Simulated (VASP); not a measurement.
# Mn: single point with RPBE

The system is Mn.

```xyz
3
Lattice="3.7698 0.0000 0.0000 -1.8849 3.2648 0.0000 0.0000 0.0000 2.3630" Properties=species:S:1:pos:R:3 pbc="T T T"
Mn    1.8849    3.2648    0.0000
Mn    0.0000    2.1765    1.1815
Mn    1.8849    1.0883    1.1815
```

This cell differs from its parent crystal: volume scaled by 0.88.

```yaml
Program: VASP 6.6.1
Task: single point
Functional: RPBE
Potentials_or_basis: VASP PAW PBE potentials, release 64 (Mn_pv)
Cutoff: 520 eV
k_mesh: 10 × 10 × 14
Occupations: fermi-dirac, width 0.1 eV
Spin: no spin polarisation
Dipole_correction: no
Further_INCAR_settings: ALGO = Normal; EDIFF = 1e-06; NBANDS = 26
```

- Pressure: 43.8 GPa

Stress tensor (GPa, compression positive):
```
44.83  0.00  0.00
 0.00 44.83  0.00
 0.00  0.00 41.82
```

Levels at points of the mesh, in eV from the Fermi level:
```csv
k point,band 16,band 17,band 18,band 19,band 20,band 21,band 22,band 23
"(0.00, 0.00, 0.00)",-1.93,-1.30,-0.65,-0.65,-0.12,-0.12,0.00,0.00
"(0.50, 0.00, 0.00)",-1.79,-1.30,-1.11,0.07,0.16,1.39,1.46,1.62
"(0.00, 0.00, 0.50)",-0.79,-0.79,-0.75,-0.75,1.60,1.60,2.04,2.04
"(0.50, 0.00, 0.50)",-1.60,-0.79,-0.75,0.11,0.48,1.29,1.77,2.01
```

It took 47 s on 1 thread of Intel Xeon 6975P-C, with other jobs on the host, peak memory 0.18 GiB.

Caveat: the PAW data sets were made with another functional, which shifts forces and pressure a little; the run has no spin polarisation, though such a crystal can be magnetic. Spin polarisation is off, so any magnetic state and its effect on volume and gap are missing.
